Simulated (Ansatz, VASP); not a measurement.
**KF in VASP and in Ansatz**

```
K F
1.0
     0.08767    2.75507    2.75507
     2.75507    0.08767    2.75507
     2.75507    2.75507    0.08767
K F
1 1
Direct
  0.00000 0.00000 0.00000
  0.50000 0.50000 0.50000
```

Alike in both runs: task single point; functional PBE; k mesh 8 × 8 × 8; occupations gaussian, width 0.05 eV; no spin polarisation.

|  | VASP | Ansatz |
| --- | --- | --- |
| version | VASP 6.6.1 | Ansatz 0.2.0 |
| potentials or method | VASP PAW PBE potentials, release 64 (K_sv, F), cutoff 520 eV | scalar-relativistic, plane waves, PAW |
| valence electrons in the cell | 16 | 16 |

Ansatz gave:

| Item | Value |
| --- | --- |
| gap on the k mesh at the Fermi level (eV) | 5.93 |
| least direct gap on the mesh (eV) | 5.93 |
| pressure (GPa) | 0.0 |
| traceless stress, the component that is largest in VASP (GPa) | -0.48 |

Q: What did VASP give for the same quantities?

A: gap on the k mesh at the Fermi level (eV): 5.92; least direct gap on the mesh (eV): 5.92; pressure (GPa): 0.0; traceless stress, the component that is largest in VASP (GPa): -0.48.

The functional is the same, so the differences come from potentials, cutoffs and numerics.
